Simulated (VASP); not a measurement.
# SnS2 (Berndtite-2T) (P-3m1) in VASP: single point with PBE

Aim: the single point of SnS2 (Berndtite-2T) with PBE.

All numbers are computed with VASP 6.6.1; they aren't measurements. Logs are shortened: lines on timing, memory, paths and dates and some standing lists are left out, and cuts for length are marked.

### Step 1. The cell of the first run

It takes space group P-3m1 (No. 164, trigonal). The conventional cell has a = 3.639 Å, b = 3.639 Å, c = 5.868 Å, α = 90.00°, β = 90.00°, γ = 120.00°. Within 3.4 Å of Sn (site symmetry -3m) lie 6 S at 2.56 Å. S (site symmetry 3m) has 3 Sn at 2.56 Å within 3.4 Å.

### Step 2. Single point, PBE

INCAR

```
SYSTEM = SnS2
  PREC = Accurate
  ENCUT = 500
  EDIFF = 1E-6
  ISMEAR = 0
  SIGMA = 0.01
  LREAL = .FALSE.
  LASPH = .TRUE.
  NELM = 120
  ALGO = Normal
  ISIF = 2
  LWAVE = .FALSE.
  LCHARG = .FALSE.
  GGA = PE
  NBANDS = 20
  GGA_COMPAT = .FALSE.
```

KPOINTS

```
regular mesh
0
G
  6 6 2
  0 0 0
```

POSCAR

```
SnS2
1.0
    3.6390000000      0.0000000000      0.0000000000
   -1.8195000000      3.1514660000      0.0000000000
    0.0000000000      0.0000000000      5.8680000000
Sn S
1 2
Direct
    0.0000000000      0.0000000000      0.0000000000
    0.3333333333      0.6666666667      0.2500000000
    0.6666666667      0.3333333333      0.7500000000
```

Potentials or basis: VASP PAW PBE potentials, release 64 (Sn_d, S).

On the command line:

```console
$ cat potpaw_PBE.64/Sn_d/POTCAR potpaw_PBE.64/S/POTCAR > POTCAR
$ mpirun -np 1 vasp_std > vasp.out
```

OUTCAR:

```text
SYSTEM = SnS2
   PREC = Accurate
   ENCUT = 500
   EDIFF = 1E-6
   ISMEAR = 0
   LREAL = .FALSE.
   LASPH = .TRUE.
   NELM = 120
   ISIF = 2
   GGA = PE

 ion  position               nearest neighbor table
   1  0.000  0.000  0.000-   2 2.56   3 2.56   3 2.56   2 2.56   3 2.56   2 2.56
   2  0.333  0.667  0.250-   1 2.56   1 2.56   1 2.56
   3  0.667  0.333  0.750-   1 2.56   1 2.56   1 2.56

  LATTYP: Found a hexagonal cell.
 ALAT       =     3.6390000000
 C/A-ratio  =     1.6125309151

  Lattice vectors:

 A1 = (   3.6390000000,   0.0000000000,   0.0000000000)
 A2 = (  -1.8195000000,   3.1514660000,   0.0000000000)
 A3 = (   0.0000000000,   0.0000000000,   5.8680000000)

Analysis of symmetry for initial positions (statically):
=====================================================================
 Subroutine PRICEL returns:
 Original cell was already a primitive cell.

 Routine SETGRP: Setting up the symmetry group for a
 hexagonal supercell.

 Subroutine GETGRP returns: Found 12 space group operations
 (whereof 12 operations were pure point group operations)
 out of a pool of 24 trial point group operations.

The static configuration has the point symmetry D_3d.

Analysis of symmetry for dynamics (positions and initial velocities):
=====================================================================
 Subroutine PRICEL returns:
 Original cell was already a primitive cell.

 Routine SETGRP: Setting up the symmetry group for a
 hexagonal supercell.

 Subroutine GETGRP returns: Found 12 space group operations
 (whereof 12 operations were pure point group operations)
 out of a pool of 24 trial point group operations.

The dynamic configuration has the point symmetry D_3d.

 Subroutine INISYM returns: Found 12 space group operations
 (whereof 12 operations are pure point group operations),
 and found     1 'primitive' translations

----------------------------------------------------------------------------------------

                                     Primitive cell

  volume of cell :      67.2953

  direct lattice vectors                    reciprocal lattice vectors
     3.639000000  0.000000000  0.000000000     0.274800769  0.158656321  0.000000000
    -1.819500000  3.151466000  0.000000000     0.000000000  0.317312641  0.000000000
     0.000000000  0.000000000  5.868000000     0.000000000  0.000000000  0.170415815

  length of vectors
     3.639000000  3.638999615  5.868000000     0.317312608  0.317312641  0.170415815

  position of ions in fractional coordinates (direct lattice)
     0.000000000  0.000000000  0.000000000
     0.333333333  0.666666667  0.250000000
     0.666666667  0.333333333  0.750000000

  ion indices of the primitive-cell ions
   primitive index   ion index
                 1           1
                 2           2
                 3           3

----------------------------------------------------------------------------------------

 KPOINTS: regular mesh

Automatic generation of k-mesh.
 Grid dimensions read from file:
 generate k-points for:    6    6    2

 Generating k-lattice:

  Cartesian coordinates                     Fractional coordinates (reciprocal lattice)
     0.045800128  0.026442720  0.000000000     0.166666667  0.000000000  0.000000000
     0.000000000  0.052885440  0.000000000     0.000000000  0.166666667  0.000000000
     0.000000000  0.000000000  0.085207907     0.000000000  0.000000000  0.500000000

  Length of vectors
     0.052885435  0.052885440  0.085207907

  Shift w.r.t. Gamma in fractional coordinates (k-lattice)
     0.000000000  0.000000000  0.000000000

 Subroutine IBZKPT returns following result:
 ===========================================

 Found     14 irreducible k-points:

 Following reciprocal coordinates:
            Coordinates               Weight
  0.000000  0.000000  0.000000      1.000000
  0.166667 -0.000000  0.000000      6.000000
  0.333333 -0.000000  0.000000      6.000000
  0.500000  0.000000  0.000000      3.000000
  0.166667  0.166667  0.000000      6.000000
  0.333333  0.166667  0.000000     12.000000
  0.333333  0.333333  0.000000      2.000000
  0.000000  0.000000  0.500000      1.000000
  0.166667 -0.000000  0.500000      6.000000
  0.333333 -0.000000  0.500000      6.000000
  0.500000  0.000000  0.500000      3.000000
  0.166667  0.166667  0.500000      6.000000
  0.333333  0.166667  0.500000     12.000000
  0.333333  0.333333  0.500000      2.000000
   k-points           NKPTS =     14   k-points in BZ     NKDIM =     14   number of bands    NBANDS=     20
   number of dos      NEDOS =    301   number of ions     NIONS =      3
   total plane-waves  NPLWV =  37632
   dimension x,y,z NGX =    28 NGY =   28 NGZ =   48
   dimension x,y,z NGXF=    56 NGYF=   56 NGZF=   96
   ions per type =               1   2
   NGX,Y,Z   is equivalent  to a cutoff of  12.79, 12.79, 13.60 a.u.
   NGXF,Y,Z  is equivalent  to a cutoff of  25.58, 25.58, 27.20 a.u.
 SYSTEM =  SnS2
   PREC   = accura    normal or accurate (medium, high low for compatibility)
   ISTART =      0    job   : 0-new  1-cont  2-samecut
   ICHARG =      2    charge: 1-file 2-atom 10-const
   ISPIN  =      1    spin polarized calculation?
   LNONCOLLINEAR =      F non collinear calculations
   LSORBIT =      F    spin-orbit coupling
   LASPH  =      T    aspherical Exc in radial PAW
   ENCUT  =  500.0 eV  36.75 Ry    6.06 a.u.   6.63  6.63 10.70*2*pi/ulx,y,z
   NELM   =    120;   NELMIN=  2; NELMDL= -5     # of ELM steps
   EDIFF  = 0.1E-05   stopping-criterion for ELM
   LREAL  =      F    real-space projection
   EDIFFG = 0.1E-04   stopping-criterion for IOM
   NSW    =      0    number of steps for IOM
   IBRION =     -1    ionic relax: 0-MD 1-quasi-New 2-CG
   NFREE  =      0    steps in history (QN), initial steepest desc. (CG)
   ISIF   =      2    stress and relaxation
   ISYM   =      2    0-nonsym 1-usesym 2-fastsym
   POTIM  = 0.5000    time-step for ionic-motion
   TEBEG  =    0.0;   TEEND  =   0.0 temperature during run
   PSTRESS=    0.0 pullay stress
   NELECT =      26.0000    total number of electrons
   NUPDOWN=      -1.0000    fix difference up-down
   EMIN   =  10.00;   EMAX   =-10.00  energy-range for DOS
   EFERMI =   0.00;   METHOD = LEGACY
   ISMEAR =     0;   SIGMA  =   0.01  broadening in eV -4-tet -1-fermi 0-gaus
   EFERMI_NEDOS =   21; number of points for ismear=-14 and -15
   IALGO  =     38    algorithm
   IMIX   =      4    mixing-type and parameters
     AMIX     =   0.40;   BMIX     =  1.00
     AMIX_MAG =   1.60;   BMIX_MAG =  1.00
  volume/ion in A,a.u.               =      22.43       151.38
  Fermi-wavevector in a.u.,A,eV,Ry     =   1.192352  2.253218 19.343436  1.421702
  Thomas-Fermi vector in A             =   2.328392
   LORBIT       =      0    0 simple, 1 ext, 2 COOP (PROOUT), +10 PAW based schemes
   GGA     = PE    functional components
   LHFCALC =     F    Hartree Fock is set to
   AEXX    =    0.0000 exact exchange contribution
   IVDW    =     0    specifies the selected vdW correction
   LEPSILON=     F    determine dielectric tensor
   LRPA    =     F    only Hartree local field effects (RPA)
 non-spin polarized calculation
 Gauss-broadening in eV      SIGMA  =   0.01
  energy-cutoff  :      500.00
  volume of cell :       67.30
 maximum number of plane-waves:      1737
 NGX is ok and might be reduce to    28
   NGX = 13   NGY = 13   NGZ = 21

 number of electron      26.0000007 magnetization

 Free energy of the ion-electron system (eV)
  ---------------------------------------------------
  ext. energy  EPLUGINS =         0.00000000
  ---------------------------------------------------
  free energy    TOTEN  =       -13.13879796 eV

  energy without entropy =      -13.13879796  energy(sigma->0) =      -13.13879796

 E-fermi :   4.9385     XC(G=0):  -9.6614

 val. band max:        4.7943364204   @ k =   0.0000   0.0000   0.0000
 cond. band min:       6.3115411477   @ k =   0.5000   0.0000   0.5000
 fundamental gap:      1.5172047272
 Fermi energy:         4.9384816652

 k-point     1 :       0.0000    0.0000    0.0000
  band No.  band energies     occupation
      1     -16.1450      2.00000
      2     -16.1450      2.00000
      3     -16.1014      2.00000
      4     -16.0726      2.00000
      5     -16.0726      2.00000
      6      -9.0629      2.00000
[... 12 lines left out ...]
     19      14.3546      0.00000
     20      14.3546      0.00000

 k-point     2 :       0.1667   -0.0000    0.0000
  band No.  band energies     occupation
      1     -16.1633      2.00000
      2     -16.1299      2.00000
      3     -16.0906      2.00000
      4     -16.0807      2.00000
      5     -16.0704      2.00000
      6      -8.7512      2.00000
[... 12 lines left out ...]
     19      13.7867      0.00000
     20      14.6190      0.00000

 k-point     3 :       0.3333   -0.0000    0.0000
  band No.  band energies     occupation
      1     -16.2056      2.00000
      2     -16.1133      2.00000
      3     -16.1042      2.00000
      4     -16.0559      2.00000
      5     -16.0518      2.00000
      6      -7.8996      2.00000
[... 12 lines left out ...]
     19      14.1990      0.00000
     20      15.2773      0.00000

 k-point     4 :       0.5000    0.0000    0.0000
  band No.  band energies     occupation
      1     -16.2278      2.00000
      2     -16.1123      2.00000
      3     -16.1116      2.00000
      4     -16.0411      2.00000
      5     -16.0357      2.00000
      6      -7.1207      2.00000
[... 199 lines left out ...]
 k-point    13 :       0.3333    0.1667    0.5000
  band No.  band energies     occupation
      1     -16.2052      2.00000
      2     -16.1295      2.00000
      3     -16.0985      2.00000
      4     -16.0576      2.00000
      5     -16.0393      2.00000
      6      -7.1023      2.00000
[... 12 lines left out ...]
     19      14.0559      0.00000
     20      15.0749      0.00000

 k-point    14 :       0.3333    0.3333    0.5000
  band No.  band energies     occupation
      1     -16.1698      2.00000
      2     -16.1698      2.00000
      3     -16.0715      2.00000
      4     -16.0715      2.00000
      5     -16.0476      2.00000
      6      -6.5261      2.00000
[... 12 lines left out ...]
     19      14.4187      0.00000
     20      14.4786      0.00000

------------------------ aborting loop because EDIFF is reached ----------------------------------------

  FORCE on cell =-STRESS in cart. coord.  units (eV):
  Direction    XX          YY          ZZ          XY          YZ          ZX
  --------------------------------------------------------------------------------------
  -------------------------------------------------------------------------------------
  Total        1.8266717      1.8266712      1.5951452      0.0000000      0.0000000      0.0000000
  in kB       43.4896891     43.4896768     37.9774692      0.0000000      0.0000000      0.0000000
  external PRESSURE =      41.6522784 kB  Pullay stress =       0.0000000 kB

 VOLUME and BASIS-vectors are now :
 -----------------------------------------------------------------------------
  energy-cutoff  :      500.00
  volume of cell :       67.30
      direct lattice vectors                 reciprocal lattice vectors
     3.639000000  0.000000000  0.000000000     0.274800769  0.158656321  0.000000000
    -1.819500000  3.151466000  0.000000000     0.000000000  0.317312641  0.000000000
     0.000000000  0.000000000  5.868000000     0.000000000  0.000000000  0.170415815

 POSITION                                       TOTAL-FORCE (eV/Angst)
 -----------------------------------------------------------------------------------
      0.00000      0.00000      0.00000        -0.000000      0.000000      0.000000
     -0.00000      2.10098      1.46700         0.000000      0.000000      0.240903
      1.81950      1.05049      4.40100        -0.000000      0.000000     -0.240903
 -----------------------------------------------------------------------------------
    total drift:                               -0.000000     -0.000000     -0.000000

  FREE ENERGIE OF THE ION-ELECTRON SYSTEM (eV)
  ---------------------------------------------------
  free  energy   TOTEN  =       -13.1387979563 eV

  energy  without entropy=      -13.1387979563  energy(sigma->0) =      -13.13879796
```

It took 20 s on 1 thread of Intel Xeon 8259CL, shared host; peak memory 0.18 GiB.

Results:

```yaml
Free_energy: -13.1388 eV
Pressure: 4.2 GPa
Largest_force: 0.241 eV/Å
Band_gap_on_the_k_mesh: 1.52 eV, indirect (least direct gap 2.01 eV)
```

Forces in eV/Å, atoms in the order of the input:
```
Sn   0.000  0.000  0.000
S    0.000  0.000  0.241
S    0.000  0.000 -0.241
```

Caveat: the k points lie up to 0.54 Å⁻¹ apart; spin-orbit coupling is left out, which moves the levels of the heavy elements; this functional lacks dispersion, which binds the layers, so the pressure and a relaxed spacing across them are unreliable. A k mesh can miss the band edges.
